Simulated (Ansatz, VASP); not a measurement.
# Two plane-wave programs on NaCl

POSCAR

```
NaCl
1.0
    0.0000000000      2.9428337719      2.9428337719
    2.9428337719      0.0000000000      2.9428337719
    2.9428337719      2.9428337719      0.0000000000
Na Cl
1 1
Direct
    0.0000000000      0.0000000000      0.0000000000
    0.5000000000      0.5000000000      0.5000000000
```

Contents of INCAR.step1:

```
  PREC = Accurate
  ENCUT = 970
  ISMEAR = 0
  SIGMA = 0.01
  LREAL = F
  LASPH = T
  NELM = 120
  NBANDS = 15
  GGA = PE
  ALGO = Normal
  EDIFF = 1E-5
  LWAVE = T
  LCHARG = F
  GGA_COMPAT = F
```

File INCAR.step2:

```
  PREC = Accurate
  ENCUT = 970
  EDIFF = 1E-6
  ISMEAR = 0
  SIGMA = 0.01
  LREAL = F
  LASPH = T
  NELM = 120
  ALGO = Normal
  ISIF = 2
  LWAVE = F
  LCHARG = F
  METAGGA = R2SCAN
  LMIXTAU = T
  NBANDS = 15
  ISTART = 1
  GGA_COMPAT = F
```

Contents of KPOINTS:

```
Automatic mesh
0
Gamma
  8 8 8
```

Input for Ansatz:

```yaml
crystal:
  lattice:
    - [0.0, 2.9428337719, 2.9428337719]
    - [2.9428337719, 0.0, 2.9428337719]
    - [2.9428337719, 2.9428337719, 0.0]
  atoms:
    - { symbol: Na, position: [0.0, 0.0, 0.0] }
    - { symbol: Cl, position: [0.5, 0.5, 0.5] }
kpoints:
  mp_grid: { grid: [8, 8, 8] }
  band_path:
    path:
      - [0.0, 0.0, 0.0]
      - [0.5, 0.0, 0.5]
      - [0.625, 0.25, 0.625]
      - [0.375, 0.375, 0.75]
      - [0.5, 0.5, 0.5]
      - [0.5, 0.25, 0.75]
    npoints: 1
hamiltonian:
  xc: r2scan
scf:
  occupations: { method: fixed }
  n_extra_bands: 4
output:
  forces: true
  stress: true
  eigenvalues: true
  write_density: true
  write_potential: true
  elf: true
  volumetric_format: npy
```

Change from the starting cell: hydrostatic strain +5.0%.

Alike in both runs: task single point; functional r2SCAN; k mesh 8 × 8 × 8; no spin polarisation.

|  | VASP | Ansatz |
| --- | --- | --- |
| version | VASP 6.6.1 | Ansatz 0.2.0 |
| potentials or method | VASP PAW PBE potentials, release 64 (Na_sv, Cl) | plane waves, PAW |
| plane-wave cutoff (eV) | 970 | 500 |
| occupations | gaussian, width 0.01 eV | fixed |
| valence electrons in the cell | 16 | 16 |

```csv
,VASP,Ansatz,Ansatz less VASP
gap on the k mesh at the Fermi level (eV),5.41,5.42,+0.001
pressure (GPa),-3.1,-2.8,+0.30
```

VASP's potentials were made for PBE, not for r2SCAN.
